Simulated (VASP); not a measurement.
# CdF2 (Fm-3m) in VASP: further runs, part 2 of 2

VASP 6.6.1. The steps go on from the part before.

**3. Single point, LDA**

This run uses another cell than the first one, of 12.25 Å³/atom, 0.959 times its volume.

INCAR

```
PREC = Accurate ; ENCUT = 520
EDIFF = 1E-6 ; ISMEAR = -1
SIGMA = 0.05 ; LREAL = F
LASPH = T ; NELM = 100
ALGO = Normal ; ISIF = 2
LWAVE = F ; LCHARG = F
GGA = CA ; NBANDS = 20
```

KPOINTS

```
regular mesh
0
Gamma
  9 9 9
```

POSCAR

```
CdF2
1.0
    0.0000000000      2.6390049769      2.6390049769
    2.6390049769      0.0000000000      2.6390049769
    2.6390049769      2.6390049769      0.0000000000
Cd F
1 2
Direct
    0.0000000000      0.0000000000      0.0000000000
    0.7500000000      0.7500000000      0.7500000000
    0.2500000000      0.2500000000      0.2500000000
```

Potentials or basis: VASP PAW LDA potentials, release 64 (Cd, F).

Launch:

```console
cat potpaw_LDA.64/Cd/POTCAR potpaw_LDA.64/F/POTCAR > POTCAR
mpirun -np 1 vasp_std > vasp.out
```

OUTCAR:

```text
PREC = Accurate
   ENCUT = 520
   EDIFF = 1E-6
   ISMEAR = -1
   LREAL = F
   LASPH = T
   NELM = 100
   ISIF = 2
   GGA = CA

 ion  position               nearest neighbor table
   1  0.000  0.000  0.000-   2 2.29   2 2.29   2 2.29   2 2.29   3 2.29   3 2.29   3 2.29   3 2.29

   2  0.750  0.750  0.750-   1 2.29   1 2.29   1 2.29   1 2.29
   3  0.250  0.250  0.250-   1 2.29   1 2.29   1 2.29   1 2.29

  LATTYP: Found a face centered cubic cell.
 ALAT       =     5.2780099538

  Lattice vectors:

 A1 = (   0.0000000000,   2.6390049769,   2.6390049769)
 A2 = (   2.6390049769,   0.0000000000,   2.6390049769)
 A3 = (   2.6390049769,   2.6390049769,   0.0000000000)

Analysis of symmetry for initial positions (statically):
=====================================================================
 Subroutine PRICEL returns:
 Original cell was already a primitive cell.

 Routine SETGRP: Setting up the symmetry group for a
 face centered cubic supercell.

 Subroutine GETGRP returns: Found 48 space group operations
[... 9 lines left out ...]

 Routine SETGRP: Setting up the symmetry group for a
 face centered cubic supercell.

[... 146 lines left out ...]
  ---------------------------------------------------
  ext. energy  EPLUGINS =         0.00000000
  ---------------------------------------------------
  free energy    TOTEN  =       -12.72813388 eV

  energy without entropy =      -12.72813388  energy(sigma->0) =      -12.72813388

 E-fermi :  -0.0875     XC(G=0): -11.4655

 val. band max:       -1.1833857590   @ k =  -0.3333   0.4444   0.2222
 cond. band min:       1.8596112650   @ k =   0.0000   0.0000   0.0000
 fundamental gap:      3.0429970240
 Fermi energy:        -0.0874759245

 k-point     1 :       0.0000    0.0000    0.0000
  band No.  band energies     occupation
      1     -21.9835      2.00000
      2     -20.6043      2.00000
      3      -7.0440      2.00000
      4      -7.0440      2.00000
      5      -7.0440      2.00000
      6      -5.4681      2.00000
[... 541 lines left out ...]
     19      18.7516      0.00000
     20      20.1059      0.00000

 [... further k-points ...]
[... 5 lines left out ...]
  --------------------------------------------------------------------------------------
  -------------------------------------------------------------------------------------
  Total        0.6231820      0.6231820      0.6231820     -0.0000000     -0.0000000      0.0000000
  in kB       27.1628211     27.1628211     27.1628211     -0.0000000     -0.0000000      0.0000000
  external PRESSURE =      27.1628211 kB  Pullay stress =       0.0000000 kB

 VOLUME and BASIS-vectors are now :
 -----------------------------------------------------------------------------
  energy-cutoff  :      520.00
  volume of cell :       36.76
      direct lattice vectors                 reciprocal lattice vectors
     0.000000000  2.639004977  2.639004977    -0.189465349  0.189465349  0.189465349
     2.639004977  0.000000000  2.639004977     0.189465349 -0.189465349  0.189465349
     2.639004977  2.639004977  0.000000000     0.189465349  0.189465349 -0.189465349

 POSITION                                       TOTAL-FORCE (eV/Angst)
 -----------------------------------------------------------------------------------
      0.00000      0.00000      0.00000         0.000000     -0.000000     -0.000000
      3.95851      3.95851      3.95851        -0.000000      0.000000     -0.000000
      1.31950      1.31950      1.31950         0.000000     -0.000000      0.000000
 -----------------------------------------------------------------------------------
    total drift:                                0.000000      0.000000      0.000000

  FREE ENERGIE OF THE ION-ELECTRON SYSTEM (eV)
  ---------------------------------------------------
  free  energy   TOTEN  =       -12.7281338812 eV

  energy  without entropy=      -12.7281338811  energy(sigma->0) =      -12.72813388
```

stdout:

```text
POSCAR found type information on POSCAR CdF
 POSCAR found :  2 types and       3 ions
 scaLAPACK will be used
 LDA part: xc-table for (Slater(with rela. corr.)+CA(PZ))
 , standard interpolation
 POSCAR, INCAR and KPOINTS ok, starting setup
 FFT: planning ... GRIDC
 FFT: planning ... GRID_SOFT
 FFT: planning ... GRID
 WAVECAR not read
 entering main loop
```

Run time: 25 s. Hardware: 1 thread of AMD EPYC 7R43 (Zen 3), shared host; peak memory 0.12 GiB.

What came out:

- Free energy: -12.7281 eV
- Pressure: 2.7 GPa
- Band gap on the k mesh: 3.04 eV, indirect (least direct gap 3.41 eV)

Levels at points of the mesh, in eV from the valence-band top:
| k point | band 11 | band 12 | band 13 | band 14 | band 15 | band 16 |
| --- | --- | --- | --- | --- | --- | --- |
| (0.00, 0.00, 0.00) | -0.37 | -0.37 | -0.37 | 3.04 | 12.61 | 12.61 |

A k mesh can miss the band edges.

**4. Single point, LDA**

INCAR

```
SYSTEM = CdF2
PREC = Accurate
ENCUT = 520
EDIFF = 1E-6
ISMEAR = -1
SIGMA = 0.05
LREAL = .False.
LASPH = .True.
NELM = 60
ALGO = Normal
ISIF = 2
LWAVE = .False.
LCHARG = .True.
LELF = .True.
LVHAR = .True.
NBANDS = 20
```

KPOINTS

```
regular mesh
0
Gamma
  9 9 9
  0 0 0
```

POSCAR

```
CdF2
1.0
    0.0000000000      2.6759189183      2.6759189183
    2.6759189183      0.0000000000      2.6759189183
    2.6759189183      2.6759189183      0.0000000000
Cd F
1 2
Direct
    0.0000000000      0.0000000000      0.0000000000
    0.7500000000      0.7500000000      0.7500000000
    0.2500000000      0.2500000000      0.2500000000
```

Potentials or basis: VASP PAW LDA potentials, release 64 (Cd, F).

Launch:

```console
cat potpaw_LDA.64/Cd/POTCAR potpaw_LDA.64/F/POTCAR > POTCAR
mpirun -np 1 vasp_std > vasp.out
```

OUTCAR:

```text
SYSTEM = CdF2
   PREC = Accurate
   ENCUT = 520
   EDIFF = 1E-6
   ISMEAR = -1
   LREAL = .False.
   LASPH = .True.
   NELM = 60
   ISIF = 2

 ion  position               nearest neighbor table
   1  0.000  0.000  0.000-   2 2.32   3 2.32   2 2.32   2 2.32   2 2.32   3 2.32   3 2.32   3 2.32

   2  0.750  0.750  0.750-   1 2.32   1 2.32   1 2.32   1 2.32
   3  0.250  0.250  0.250-   1 2.32   1 2.32   1 2.32   1 2.32

  LATTYP: Found a face centered cubic cell.
 ALAT       =     5.3518378366

  Lattice vectors:

[... 193 lines left out ...]
      6      -5.8440      2.00000
[... 541 lines left out ...]
     19      17.9767      0.00000
     20      19.5613      0.00000

 [... further k-points ...]
[... 5 lines left out ...]
  --------------------------------------------------------------------------------------
  -------------------------------------------------------------------------------------
  Total       -0.6038953     -0.6038953     -0.6038953      0.0000000      0.0000000      0.0000000
  in kB      -25.2477911    -25.2477911    -25.2477911      0.0000000      0.0000000      0.0000000
  external PRESSURE =     -25.2477911 kB  Pullay stress =       0.0000000 kB

 VOLUME and BASIS-vectors are now :
 -----------------------------------------------------------------------------
  energy-cutoff  :      520.00
  volume of cell :       38.32
      direct lattice vectors                 reciprocal lattice vectors
     0.000000000  2.675918918  2.675918918    -0.186851700  0.186851700  0.186851700
     2.675918918  0.000000000  2.675918918     0.186851700 -0.186851700  0.186851700
     2.675918918  2.675918918  0.000000000     0.186851700  0.186851700 -0.186851700

 POSITION                                       TOTAL-FORCE (eV/Angst)
 -----------------------------------------------------------------------------------
      0.00000      0.00000      0.00000        -0.000000     -0.000000     -0.000000
      4.01388      4.01388      4.01388         0.000000      0.000000      0.000000
      1.33796      1.33796      1.33796        -0.000000     -0.000000      0.000000
 -----------------------------------------------------------------------------------
    total drift:                                0.000000      0.000000      0.000000

  FREE ENERGIE OF THE ION-ELECTRON SYSTEM (eV)
  ---------------------------------------------------
  free  energy   TOTEN  =       -12.7319280206 eV

  energy  without entropy=      -12.7319280206  energy(sigma->0) =      -12.73192802
```

OSZICAR:

```text
N       E                     dE             d eps       ncg     rms          rms(c)
DAV:   1     0.194816617172E+03    0.19482E+03   -0.15642E+04  1448   0.133E+03
DAV:   2    -0.594849901449E+01   -0.20077E+03   -0.19302E+03  1500   0.342E+02
DAV:   3    -0.142386493243E+02   -0.82902E+01   -0.82675E+01  1604   0.764E+01
DAV:   4    -0.142743551117E+02   -0.35706E-01   -0.35704E-01  1524   0.516E+00
DAV:   5    -0.142744849501E+02   -0.12984E-03   -0.12984E-03  1588   0.280E-01    0.102E+01
DAV:   6    -0.127545525417E+02    0.15199E+01   -0.34589E+00  1816   0.353E+01    0.778E+00
DAV:   7    -0.127660737648E+02   -0.11521E-01   -0.70684E-01  1444   0.769E+00    0.443E+00
DAV:   8    -0.127404871037E+02    0.25587E-01   -0.13847E-01  1512   0.334E+00    0.702E-01
DAV:   9    -0.127316472817E+02    0.88398E-02   -0.28482E-02  1776   0.217E+00    0.920E-02
DAV:  10    -0.127319097966E+02   -0.26251E-03   -0.26388E-03  1472   0.513E-01    0.717E-02
DAV:  11    -0.127319308385E+02   -0.21042E-04   -0.69893E-05  1576   0.114E-01    0.299E-02
DAV:  12    -0.127319278541E+02    0.29845E-05   -0.25024E-05  1476   0.461E-02    0.134E-02
DAV:  13    -0.127319280206E+02   -0.16652E-06   -0.17482E-06  1440   0.169E-02
   1 F= -.12731928E+02 E0= -.12731928E+02  d E =-.274063E-10
```

stdout:

```text
POSCAR found type information on POSCAR CdF
 POSCAR found :  2 types and       3 ions
 scaLAPACK will be used
 LDA part: xc-table for (Slater(with rela. corr.)+CA(PZ))
 , standard interpolation
 POSCAR, INCAR and KPOINTS ok, starting setup
 FFT: planning ... GRIDC
 FFT: planning ... GRID_SOFT
 FFT: planning ... GRID
 WAVECAR not read
 entering main loop
```

Wall time 28 s (1 thread of AMD EPYC 7R43 (Zen 3), shared host); peak memory 0.12 GiB.

Results:

| Item | Value |
| --- | --- |
| Free energy | -12.7319 eV |
| Pressure | -2.5 GPa |
| Band gap on the k mesh | 2.90 eV, indirect (least direct gap 3.32 eV) |

**5. Single point, LDA**

This run uses another cell than the first one, of 13.56 Å³/atom, 1.061 times its volume.

INCAR

```
PREC = Accurate
ENCUT = 520
EDIFF = 1E-6
ISMEAR = -1
SIGMA = 0.05
LREAL = F
LASPH = T
NELM = 80
ALGO = Normal
ISIF = 2
LWAVE = F
LCHARG = T
LELF = T
LVHAR = T
NBANDS = 20
```

KPOINTS

```
regular mesh
0
Gamma
  9 9 9
```

POSCAR

```
CdF2
1.0
    0.0000000000      2.7294514339      2.7294514339
    2.7294514339      0.0000000000      2.7294514339
    2.7294514339      2.7294514339      0.0000000000
Cd F
1 2
Direct
    0.0000000000      0.0000000000      0.0000000000
    0.7500000000      0.7500000000      0.7500000000
    0.2500000000      0.2500000000      0.2500000000
```

Launch:

```console
cat potpaw_LDA.64/Cd/POTCAR potpaw_LDA.64/F/POTCAR > POTCAR
mpirun -np 1 vasp_std > vasp.out
```

It took 40 s on 1 thread of AMD EPYC 7R43 (Zen 3), shared host; peak memory 0.12 GiB.

Results (log left out):

- Free energy: -12.6539 eV
- Pressure: -8.4 GPa
- Band gap on the k mesh: 2.69 eV, indirect (least direct gap 3.19 eV)

Levels at points of the mesh, in eV from the valence-band top:
```csv
k point,band 10,band 11,band 12,band 13,band 14,band 15,band 16,band 17
"(0.00, 0.00, 0.00)",-0.88,-0.50,-0.50,-0.50,2.69,12.15,12.15,12.15
```

**6. Overview**

| potentials or basis | cell | cutoff (eV) | second run | gap on the mesh (eV) | pressure (GPa) |
| --- | --- | --- | --- | --- | --- |
| VASP PAW LDA potentials, release 64 (Cd_sv_GW, F) | a = 3.784 Å, angles 60.0°, 3 atoms | 600 | valence_matched | 2.91 | -4.2 |
| VASP PAW LDA potentials, release 64 (Cd, F) | a = 3.732 Å, angles 60.0°, 3 atoms | 520 | - | 3.04 | 2.7 |
| VASP PAW LDA potentials, release 64 (Cd, F) | a = 3.784 Å, angles 60.0°, 3 atoms | 520 | - | 2.90 | -2.5 |
| VASP PAW LDA potentials, release 64 (Cd, F) | a = 3.860 Å, angles 60.0°, 3 atoms | 520 | - | 2.69 | -8.4 |

Alike in all rows: task single point; level LDA; no spin polarisation; k mesh 9 × 9 × 9; smearing fermi-dirac 0.05 eV.

Total energies depend on the potentials used, so only differences within one code and one set of settings carry meaning.
